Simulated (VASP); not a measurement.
Write the native input for VASP 6.6.1 that does the following.

* Task: relaxation of cell and atoms
* Functional: PBEsol
* Potentials or basis: VASP PAW PBE potentials, release 64 (Ca_sv)
* Cutoff: 600 eV
* k mesh: 12 × 12 × 6
* Occupations: fermi-dirac, width 0.08 eV
* Spin: no spin polarisation
* Target pressure: 0.35 GPa
* Dipole correction: no
* Further INCAR settings: ALGO = Normal; EDIFF = 1e-06; IBRION = 2; EDIFFG = -0.005; NSW = 60; ISIF = 3

The structure of Ca lies in POSCAR:

```
Ca
1.0
    3.8435909309      0.0000000000      0.0000000000
   -1.9217954654      3.3286473879      0.0000000000
    0.0000000000      0.0000000000      6.2266173080
Ca
2
Direct
    0.3333333333      0.6666666667      0.2500000000
    0.6666666667      0.3333333333      0.7500000000
```

This isn't the form of Ca at room conditions, which is fcc.

The input as run:

INCAR

```
  PREC = Accurate
  ENCUT = 600
  EDIFF = 1E-6
  ISMEAR = -1
  SIGMA = 0.08
  LREAL = False
  LASPH = True
  NELM = 80
  ALGO = Normal
  ISIF = 3
  LWAVE = False
  LCHARG = False
  GGA = PS
  IBRION = 2
  NSW = 60
  EDIFFG = -0.005
  PSTRESS = 3.5
```

KPOINTS

```
regular mesh
0
Gamma
  12 12 6
```

Potentials or basis: VASP PAW PBE potentials, release 64 (Ca_sv).

Command:

```bash
$ cat potpaw_PBE.64/Ca_sv/POTCAR > POTCAR
$ mpirun -np 1 vasp_std > vasp.out
```

Results of the run:

```yaml
Relaxed_volume: 40.12 Å³/atom
Relaxed_cell: a = 3.830 Å, b = 3.830 Å, c = 6.315 Å, α = 90.00°, β = 90.00°, γ = 120.00°
Space_group_after_relaxing_to_0.1_Å: P6_3/mmc (No. 194)
Energy_change_on_relaxing_the_run_minimises_the_enthalpy: -1.6 meV/atom
Ionic_steps: 6
Pressure_after_relaxing: 0.3 GPa
Band_gap_on_the_k_mesh: zero (bands 10 and 11 overlap by 0.45 eV)
```

Caveat: the cell is relaxed towards a set pressure, so the run minimises the enthalpy, not the energy; the PAW data sets were made with another functional, which shifts forces and pressure a little.

It took 2.4 min on 1 thread of Intel(R) Xeon(R) 6975P-C (Granite Rapids) (shared host), peak memory 0.29 GiB.
